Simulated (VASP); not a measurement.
# CuO (P4/nmm) in VASP: settings compared, part 2 of 3

VASP 6.6.1. Earlier steps stand in the parts before.

## 3. Single point, PBE

This run uses another cell than the first one, of 11.96 Å³/atom, 1.020 times its volume.

File INCAR:

```
PREC = Accurate
ENCUT = 520
EDIFF = 1E-6
ISMEAR = -1
SIGMA = 0.05
LREAL = False
LASPH = True
NELM = 60
ALGO = Normal
ISIF = 2
LWAVE = False
LCHARG = True
GGA = PE
LELF = True
LVHAR = True
NBANDS = 25
```

File KPOINTS:

```
regular mesh
0
Gamma
  8 8 6
```

File POSCAR:

```
CuO
1.0
    3.1965258844      0.0000000000      0.0000000000
    0.0000000000      3.1965258844      0.0000000000
    0.0000000000      0.0000000000      4.6803243692
Cu O
2 2
Direct
    0.0000000000      0.0000000000      0.0000000000
    0.5000000000      0.5000000000      0.0000000000
    0.5000000000      0.0000000000      0.2670000000
    0.0000000000      0.5000000000      0.7330000000
```

Potentials or basis: VASP PAW PBE potentials, release 64 (Cu, O).

Started as:

```
$ cat potpaw_PBE.64/Cu/POTCAR potpaw_PBE.64/O/POTCAR > POTCAR
$ mpirun -np 1 vasp_std > vasp.out
```

OUTCAR:

```text
PREC = Accurate
   ENCUT = 520
   EDIFF = 1E-6
   ISMEAR = -1
   LREAL = False
   LASPH = True
   NELM = 60
   ISIF = 2
   GGA = PE

 ion  position               nearest neighbor table
   1  0.000  0.000  0.000-   3 2.03   4 2.03   4 2.03   3 2.03   2 2.26   2 2.26   2 2.26   2 2.26

   2  0.500  0.500  0.000-   3 2.03   4 2.03   3 2.03   4 2.03   1 2.26   1 2.26   1 2.26   1 2.26

   3  0.500  0.000  0.267-   1 2.03   2 2.03   2 2.03   1 2.03
   4  0.000  0.500  0.733-   1 2.03   2 2.03   1 2.03   2 2.03

  LATTYP: Found a simple tetragonal cell.
 ALAT       =     3.1965258844
 C/A-ratio  =     1.4641909806

  Lattice vectors:

 A1 = (   3.1965258844,   0.0000000000,   0.0000000000)
 A2 = (   0.0000000000,   3.1965258844,   0.0000000000)
 A3 = (   0.0000000000,   0.0000000000,   4.6803243692)

Analysis of symmetry for initial positions (statically):
=====================================================================
 Subroutine PRICEL returns:
 Original cell was already a primitive cell.

 Routine SETGRP: Setting up the symmetry group for a
 simple tetragonal supercell.

 Subroutine GETGRP returns: Found 16 space group operations
 (whereof  8 operations were pure point group operations)
 out of a pool of 16 trial point group operations.

The static configuration has the point symmetry D_2d.
 The point group associated with its full space group is D_4h.

Analysis of symmetry for dynamics (positions and initial velocities):
=====================================================================
 Subroutine PRICEL returns:
 Original cell was already a primitive cell.

 Routine SETGRP: Setting up the symmetry group for a
 simple tetragonal supercell.

 Subroutine GETGRP returns: Found 16 space group operations
 (whereof  8 operations were pure point group operations)
 out of a pool of 16 trial point group operations.

[... 115 lines left out ...]
   PSTRESS=    0.0 pullay stress
   NELECT =      34.0000    total number of electrons
   NUPDOWN=      -1.0000    fix difference up-down
   EMIN   =  10.00;   EMAX   =-10.00  energy-range for DOS
   EFERMI =   0.00;   METHOD = LEGACY
   ISMEAR =    -1;   SIGMA  =   0.05  broadening in eV -4-tet -1-fermi 0-gaus
   EFERMI_NEDOS =   21; number of points for ismear=-14 and -15
   IALGO  =     38    algorithm
   IMIX   =      4    mixing-type and parameters
     AMIX     =   0.40;   BMIX     =  1.00
     AMIX_MAG =   1.60;   BMIX_MAG =  1.00
  volume/ion in A,a.u.               =      11.96        80.68
  Fermi-wavevector in a.u.,A,eV,Ry     =   1.461135  2.761145 29.047287  2.134915
  Thomas-Fermi vector in A             =   2.577502
   LORBIT       =      0    0 simple, 1 ext, 2 COOP (PROOUT), +10 PAW based schemes
   GGA     = PE    functional components
   LHFCALC =     F    Hartree Fock is set to
   AEXX    =    0.0000 exact exchange contribution
   IVDW    =     0    specifies the selected vdW correction
   LEPSILON=     F    determine dielectric tensor
   LRPA    =     F    only Hartree local field effects (RPA)
 non-spin polarized calculation
  energy-cutoff  :      520.00
  volume of cell :       47.82
 maximum number of plane-waves:      1308
 NGX is ok and might be reduce to    24
   NGX = 11   NGY = 11   NGZ = 17

 number of electron      34.0000035 magnetization

 Free energy of the ion-electron system (eV)
  ---------------------------------------------------
  ext. energy  EPLUGINS =         0.00000000
  ---------------------------------------------------
  free energy    TOTEN  =       -16.22572955 eV

  energy without entropy =      -16.16788749  energy(sigma->0) =      -16.19680852

 E-fermi :   2.8852     XC(G=0): -10.6338

 val. band max:        2.8817920984   @ k =   0.5000   0.0000   0.0000
 cond. band min:       2.8910791680   @ k =   0.5000   0.0000   0.1667
 fundamental gap:      0.0092870696
 Fermi energy:         2.8851626591

 k-point     1 :       0.0000    0.0000    0.0000
  band No.  band energies     occupation
      1     -15.4906      2.00000
      2     -14.7147      2.00000
      3      -3.3716      2.00000
      4      -2.3776      2.00000
      5      -1.8870      2.00000
      6      -1.8870      2.00000
[... 661 lines left out ...]
     24      15.9215      0.00000
     25      17.2914      0.00000

 [... further k-points ...]
[... 5 lines left out ...]
  --------------------------------------------------------------------------------------
  -------------------------------------------------------------------------------------
  Total        7.6927637      7.6927637     -2.9169935      0.0000000      0.0000000     -0.0000000
  in kB      257.7273856    257.7273856    -97.7267912      0.0000000      0.0000000     -0.0000000
  external PRESSURE =     139.2426600 kB  Pullay stress =       0.0000000 kB

 VOLUME and BASIS-vectors are now :
 -----------------------------------------------------------------------------
  energy-cutoff  :      520.00
  volume of cell :       47.82
      direct lattice vectors                 reciprocal lattice vectors
     3.196525884  0.000000000  0.000000000     0.312839638  0.000000000  0.000000000
     0.000000000  3.196525884  0.000000000     0.000000000  0.312839638  0.000000000
     0.000000000  0.000000000  4.680324369     0.000000000  0.000000000  0.213660405

 POSITION                                       TOTAL-FORCE (eV/Angst)
 -----------------------------------------------------------------------------------
      0.00000      0.00000      0.00000         0.000000      0.000000     -0.000000
      1.59826      1.59826      0.00000         0.000000     -0.000000     -0.000000
      1.59826      0.00000      1.24965         0.000000      0.000000     -1.052088
      0.00000      1.59826      3.43068         0.000000      0.000000      1.052088
 -----------------------------------------------------------------------------------
    total drift:                                0.000000     -0.000000     -0.000000

  FREE ENERGIE OF THE ION-ELECTRON SYSTEM (eV)
  ---------------------------------------------------
  free  energy   TOTEN  =       -16.2257295487 eV

  energy  without entropy=      -16.1678874901  energy(sigma->0) =      -16.19680852
```

Wall time 25 s (1 thread of Intel Xeon 6975P-C (Granite Rapids), shared host); peak memory 0.19 GiB.

Results:

```yaml
Free_energy: -16.2257 eV
Pressure: 13.9 GPa
Largest_force: 1.052 eV/Å
Band_gap_on_the_k_mesh: zero (band 17 reaches 3.31 eV, above the bottom of band 18 at 2.47 eV)
```

Forces in eV/Å, atoms in the order of the input:
```
Cu   0.000  0.000  0.000
Cu   0.000  0.000  0.000
O    0.000  0.000 -1.052
O    0.000  0.000  1.052
```

Stress tensor (GPa, compression positive):
```
25.77  0.00  0.00
 0.00 25.77  0.00
 0.00  0.00 -9.77
```

Caveat: semilocal functionals often make such compounds metallic where correlation or magnetic order opens a gap, which also shifts bond lengths; forces of over 1 eV/Å act on the atoms, so gaps and moduli don't describe the material at rest. With open d or f shells a metallic result of PBE can be an artefact of self-interaction; +U or a hybrid may open a gap.

## 4. Single point, PBE

This run uses another cell than the first one, of 12.19 Å³/atom, 1.040 times its volume.

File INCAR:

```
SYSTEM = CuO
ALGO = Normal
EDIFF = 1E-6
ENCUT = 520
GGA = PE
ISIF = 2
ISMEAR = -1
LASPH = .TRUE.
LCHARG = .FALSE.
LREAL = .FALSE.
LWAVE = .FALSE.
NBANDS = 25
NELM = 80
PREC = Accurate
SIGMA = 0.05
```

File KPOINTS:

```
k-points
0
G
  8 8 6
  0 0 0
```

File POSCAR:

```
CuO
1.0
    3.2172831276      0.0000000000      0.0000000000
    0.0000000000      3.2172831276      0.0000000000
    0.0000000000      0.0000000000      4.7107169375
Cu O
2 2
Direct
    0.0000000000      0.0000000000      0.0000000000
    0.5000000000      0.5000000000      0.0000000000
    0.5000000000      0.0000000000      0.2670000000
    0.0000000000      0.5000000000      0.7330000000
```

Potentials or basis: VASP PAW PBE potentials, release 64 (Cu, O).

Started as:

```
$ cat potpaw_PBE.64/Cu/POTCAR potpaw_PBE.64/O/POTCAR > POTCAR
$ mpirun -np 1 vasp_std > vasp.out
```

OUTCAR:

```text
SYSTEM = CuO
   EDIFF = 1E-6
   ENCUT = 520
   GGA = PE
   ISIF = 2
   ISMEAR = -1
   LASPH = .TRUE.
   LREAL = .FALSE.
   NELM = 80
   PREC = Accurate

 ion  position               nearest neighbor table
   1  0.000  0.000  0.000-   3 2.04   4 2.04   4 2.04   3 2.04   2 2.27   2 2.27   2 2.27   2 2.27

   2  0.500  0.500  0.000-   3 2.04   4 2.04   3 2.04   4 2.04   1 2.27   1 2.27   1 2.27   1 2.27

   3  0.500  0.000  0.267-   1 2.04   2 2.04   2 2.04   1 2.04
   4  0.000  0.500  0.733-   1 2.04   2 2.04   1 2.04   2 2.04

  LATTYP: Found a simple tetragonal cell.
 ALAT       =     3.2172831276
 C/A-ratio  =     1.4641909806

  Lattice vectors:

 A1 = (   3.2172831276,   0.0000000000,   0.0000000000)
 A2 = (   0.0000000000,   3.2172831276,   0.0000000000)
 A3 = (   0.0000000000,   0.0000000000,   4.7107169375)

Analysis of symmetry for initial positions (statically):
=====================================================================
 Subroutine PRICEL returns:
 Original cell was already a primitive cell.

 Routine SETGRP: Setting up the symmetry group for a
 simple tetragonal supercell.

 Subroutine GETGRP returns: Found 16 space group operations
 (whereof  8 operations were pure point group operations)
 out of a pool of 16 trial point group operations.

The static configuration has the point symmetry D_2d.
 The point group associated with its full space group is D_4h.

Analysis of symmetry for dynamics (positions and initial velocities):
=====================================================================
 Subroutine PRICEL returns:
 Original cell was already a primitive cell.

 Routine SETGRP: Setting up the symmetry group for a
 simple tetragonal supercell.

 Subroutine GETGRP returns: Found 16 space group operations
 (whereof  8 operations were pure point group operations)
 out of a pool of 16 trial point group operations.

The dynamic configuration has the point symmetry D_2d.
[... 116 lines left out ...]
   NUPDOWN=      -1.0000    fix difference up-down
   EMIN   =  10.00;   EMAX   =-10.00  energy-range for DOS
   EFERMI =   0.00;   METHOD = LEGACY
   ISMEAR =    -1;   SIGMA  =   0.05  broadening in eV -4-tet -1-fermi 0-gaus
   EFERMI_NEDOS =   21; number of points for ismear=-14 and -15
   IALGO  =     38    algorithm
   IMIX   =      4    mixing-type and parameters
     AMIX     =   0.40;   BMIX     =  1.00
     AMIX_MAG =   1.60;   BMIX_MAG =  1.00
  volume/ion in A,a.u.               =      12.19        82.26
  Fermi-wavevector in a.u.,A,eV,Ry     =   1.451708  2.743330 28.673682  2.107456
  Thomas-Fermi vector in A             =   2.569174
   LORBIT       =      0    0 simple, 1 ext, 2 COOP (PROOUT), +10 PAW based schemes
   GGA     = PE    functional components
   LHFCALC =     F    Hartree Fock is set to
   AEXX    =    0.0000 exact exchange contribution
   IVDW    =     0    specifies the selected vdW correction
   LEPSILON=     F    determine dielectric tensor
   LRPA    =     F    only Hartree local field effects (RPA)
 non-spin polarized calculation
  energy-cutoff  :      520.00
  volume of cell :       48.76
 maximum number of plane-waves:      1336
 NGX is ok and might be reduce to    24
   NGX = 11   NGY = 11   NGZ = 17

 number of electron      34.0000023 magnetization

 Free energy of the ion-electron system (eV)
  ---------------------------------------------------
  ext. energy  EPLUGINS =         0.00000000
  ---------------------------------------------------
  free energy    TOTEN  =       -16.29884287 eV

  energy without entropy =      -16.23976775  energy(sigma->0) =      -16.26930531

 E-fermi :   2.6775     XC(G=0): -10.5318

 val. band max:        2.6751950170   @ k =   0.5000   0.0000   0.0000
 cond. band min:       2.6836741930   @ k =   0.5000   0.0000   0.3333
 fundamental gap:      0.0084791760
 Fermi energy:         2.6774697017

 k-point     1 :       0.0000    0.0000    0.0000
  band No.  band energies     occupation
      1     -15.5636      2.00000
      2     -14.8203      2.00000
      3      -3.4586      2.00000
      4      -2.4545      2.00000
      5      -1.9718      2.00000
      6      -1.9718      2.00000
[... 661 lines left out ...]
     24      15.5930      0.00000
     25      16.9530      0.00000

 [... further k-points ...]
[... 5 lines left out ...]
  --------------------------------------------------------------------------------------
  -------------------------------------------------------------------------------------
  Total        6.6633289      6.6633289     -3.4937914      0.0000000      0.0000000      0.0000000
  in kB      218.9456193    218.9456193   -114.8000237      0.0000000      0.0000000      0.0000000
  external PRESSURE =     107.6970716 kB  Pullay stress =       0.0000000 kB

 VOLUME and BASIS-vectors are now :
 -----------------------------------------------------------------------------
  energy-cutoff  :      520.00
  volume of cell :       48.76
      direct lattice vectors                 reciprocal lattice vectors
     3.217283128  0.000000000  0.000000000     0.310821261  0.000000000  0.000000000
     0.000000000  3.217283128  0.000000000     0.000000000  0.310821261  0.000000000
     0.000000000  0.000000000  4.710716937     0.000000000  0.000000000  0.212281912

 POSITION                                       TOTAL-FORCE (eV/Angst)
 -----------------------------------------------------------------------------------
      0.00000      0.00000      0.00000        -0.000000      0.000000      0.000000
      1.60864      1.60864      0.00000         0.000000      0.000000      0.000000
      1.60864      0.00000      1.25776         0.000000      0.000000     -1.265207
      0.00000      1.60864      3.45296        -0.000000      0.000000      1.265207
 -----------------------------------------------------------------------------------
    total drift:                                0.000000     -0.000000     -0.000000

  FREE ENERGIE OF THE ION-ELECTRON SYSTEM (eV)
  ---------------------------------------------------
  free  energy   TOTEN  =       -16.2988428716 eV

  energy  without entropy=      -16.2397677521  energy(sigma->0) =      -16.26930531
```

OSZICAR:

```text
N       E                     dE             d eps       ncg     rms          rms(c)
DAV:   1     0.310755965647E+03    0.31076E+03   -0.16417E+04  3120   0.206E+03
DAV:   2     0.191624370621E+02   -0.29159E+03   -0.27080E+03  3054   0.396E+02
DAV:   3    -0.216278129039E+02   -0.40790E+02   -0.38203E+02  3803   0.161E+02
DAV:   4    -0.232456373511E+02   -0.16178E+01   -0.16026E+01  3594   0.344E+01
DAV:   5    -0.232820646989E+02   -0.36427E-01   -0.36418E-01  3799   0.501E+00    0.195E+01
DAV:   6    -0.248284607797E+02   -0.15464E+01   -0.51655E+01  4524   0.200E+02    0.189E+01
DAV:   7    -0.162326616779E+02    0.85958E+01   -0.15730E+01  3886   0.118E+02    0.353E+00
DAV:   8    -0.163790305725E+02   -0.14637E+00   -0.21928E+00  3463   0.116E+01    0.244E+00
DAV:   9    -0.163253402507E+02    0.53690E-01   -0.81914E-02  4168   0.564E+00    0.163E+00
DAV:  10    -0.163050690302E+02    0.20271E-01   -0.26992E-02  4740   0.305E+00    0.830E-01
DAV:  11    -0.163001285917E+02    0.49404E-02   -0.62603E-03  4660   0.128E+00    0.433E-01
DAV:  12    -0.162992151134E+02    0.91348E-03   -0.29384E-03  4114   0.504E-01    0.208E-01
DAV:  13    -0.162988154043E+02    0.39971E-03   -0.78899E-04  4845   0.858E-01    0.504E-02
DAV:  14    -0.162988447398E+02   -0.29336E-04   -0.33893E-04  4370   0.172E-01    0.129E-02
DAV:  15    -0.162988431990E+02    0.15407E-05   -0.14874E-05  3938   0.137E-01    0.910E-03
DAV:  16    -0.162988428716E+02    0.32745E-06   -0.19166E-06  2353   0.455E-02
   1 F= -.16298843E+02 E0= -.16269305E+02  d E =-.590751E-01
```

stdout:

```text
POSCAR found type information on POSCAR CuO
 POSCAR found :  2 types and       4 ions
 scaLAPACK will be used
 LDA part: xc-table for (Slater+PW92), standard interpolation
 POSCAR, INCAR and KPOINTS ok, starting setup
 FFT: planning ... GRIDC
 FFT: planning ... GRID_SOFT
 FFT: planning ... GRID
 WAVECAR not read
 entering main loop
```

Wall time 22 s (1 thread of Intel Xeon 6975P-C (Granite Rapids), shared host); peak memory 0.19 GiB.

What came out:

* Free energy: -16.2988 eV
* Pressure: 10.8 GPa
* Largest force: 1.265 eV/Å
* Band gap on the k mesh: zero (band 17 reaches 3.09 eV, above the bottom of band 18 at 2.27 eV)

Forces on the atoms (eV/Å):
```
Cu   0.000  0.000  0.000
Cu   0.000  0.000  0.000
O    0.000  0.000 -1.265
O    0.000  0.000  1.265
```

Caveat: semilocal functionals often make such compounds metallic where correlation or magnetic order opens a gap, which also shifts bond lengths; forces of over 1 eV/Å act on the atoms, so gaps and moduli don't describe the material at rest.

(Continued in part 3 of 3.)
